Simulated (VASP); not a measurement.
Crystal: SnSe.

```
Sn Se
1.0
    11.42000    0.00000    0.00000
     0.00000    4.19000    0.00000
     0.00000    0.00000    4.46000
Sn Se
4 4
Cartesian
  10.0153 3.1425 4.0541
  7.1147 1.0475 1.8241
  4.3053 3.1425 2.6359
  1.4047 1.0475 0.4059
  7.3431 3.1425 4.3886
  9.7869 1.0475 2.1586
  1.6331 3.1425 2.3014
  4.0769 1.0475 0.0714
```

```yaml
Program: VASP 6.6.1
Task: relaxation of cell and atoms
Functional: LDA
Potentials_or_basis: VASP PAW LDA potentials, release 64 (Sn_d, Se)
Cutoff: 600 eV
k_mesh: 3 × 6 × 6
Occupations: fermi-dirac, width 0.05 eV
Spin: no spin polarisation
```

At the start: pressure -1.9 GPa; volume 26.68 Å³/atom.

Question: Where does the relaxation end?

Answer: Over 15 steps the energy falls by 14.3 meV/atom and the volume is 25.17 Å³/atom (-5.6 %); space group Pnma (No. 62, to 0.1 Å) before and after.

The path:
| step | energy change (eV) | largest force (eV/Å) | pressure (GPa) | volume (Å³) |
| --- | --- | --- | --- | --- |
| 1 | 0.0000 | 0.1953 | -1.90 | 213.41 |
| 2 | -0.0820 | 0.2586 | 0.49 | 203.74 |
| 3 | -0.0832 | 0.2415 | 0.21 | 204.73 |
| 4 | -0.0951 | 0.1351 | -0.13 | 204.80 |
| 5 | -0.0973 | 0.0935 | -0.34 | 204.84 |
| 6 | -0.1072 | 0.0649 | -0.19 | 203.36 |
| 7 | -0.1129 | 0.0296 | 0.12 | 200.73 |
| 8 | -0.1131 | 0.0316 | 0.07 | 201.14 |
| 9 | -0.1131 | 0.0311 | 0.08 | 201.06 |
| 10 | -0.1135 | 0.0280 | -0.03 | 201.40 |
| 11 | -0.1135 | 0.0269 | -0.09 | 201.58 |
| 12 | -0.1138 | 0.0198 | -0.06 | 201.50 |
| 13 | -0.1141 | 0.0110 | 0.00 | 201.35 |
| 14 | -0.1141 | 0.0115 | 0.03 | 201.29 |
| 15 | -0.1142 | 0.0075 | 0.00 | 201.37 |

Final structure:
```xyz
8
Lattice="11.3326 0.0000 0.0000 0.0000 4.1287 0.0000 0.0000 0.0000 4.3038" Properties=species:S:1:pos:R:3 pbc="T T T"
Sn    9.9962    3.0965    3.9209
Sn    7.0027    1.0322    1.7690
Sn    4.3299    3.0965    2.5348
Sn    1.3364    1.0322    0.3829
Se    7.2750    3.0965    4.2137
Se    9.7239    1.0322    2.0618
Se    1.6087    3.0965    2.2420
Se    4.0576    1.0322    0.0901
```
